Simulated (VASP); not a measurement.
Wanted: the native input for a VASP 6.6.1 run.

* Task: relaxation of cell and atoms
* Functional: PBE
* Potentials or basis: VASP PAW PBE potentials, release 64 (Al, P)
* Cutoff: 500 eV
* k mesh: 8 × 8 × 8
* Occupations: gaussian, width 0.02 eV
* Spin: no spin polarisation
* Dipole correction: no
* Further INCAR settings: ALGO = Normal; EDIFF = 1e-07; IBRION = 2; EDIFFG = -0.01; NSW = 100; ISIF = 3

The structure of AlP lies in POSCAR:

```
AlP
1.0
    0.0000000000      2.7364838100      2.7364838100
    2.7364838100      0.0000000000      2.7364838100
    2.7364838100      2.7364838100      0.0000000000
Al P
1 1
Direct
    0.0000000000      0.0000000000      0.0000000000
    0.7500000000      0.7500000000      0.7500000000
```

The input as run:

INCAR

```
SYSTEM = AlP
PREC = Accurate
ENCUT = 500
EDIFF = 1E-7
ISMEAR = 0
SIGMA = 0.02
LREAL = .FALSE.
LASPH = .TRUE.
NELM = 120
ALGO = Normal
ISIF = 3
LWAVE = .FALSE.
LCHARG = .FALSE.
GGA = PE
IBRION = 2
NSW = 100
EDIFFG = -0.01
GGA_COMPAT = .FALSE.
NELMIN = 4
```

KPOINTS

```
regular mesh
0
G
  8 8 8
  0 0 0
```

Potentials or basis: VASP PAW PBE potentials, release 64 (Al, P).

Launch:

```console
$ cat potpaw_PBE.64/Al/POTCAR potpaw_PBE.64/P/POTCAR > POTCAR
$ mpirun -np 1 vasp_std > vasp.out
```

It gave:

The relaxed volume is 20.86 Å³/atom, the relaxed cell is a = 3.893 Å, b = 3.893 Å, c = 3.893 Å, α = 60.00°, β = 60.00°, γ = 60.00° and the space group after relaxing (to 0.1 Å) is F-43m (No. 216). The energy gained by relaxing is 1.7 meV/atom, the ionic steps are 3 and the pressure after relaxing is 0.0 GPa. The band gap on the k mesh is 1.63 eV (least direct gap 3.09 eV).

It took 18 s on 1 thread of AMD EPYC 7R13 Processor (Zen 3) (shared host), peak memory 0.12 GiB.
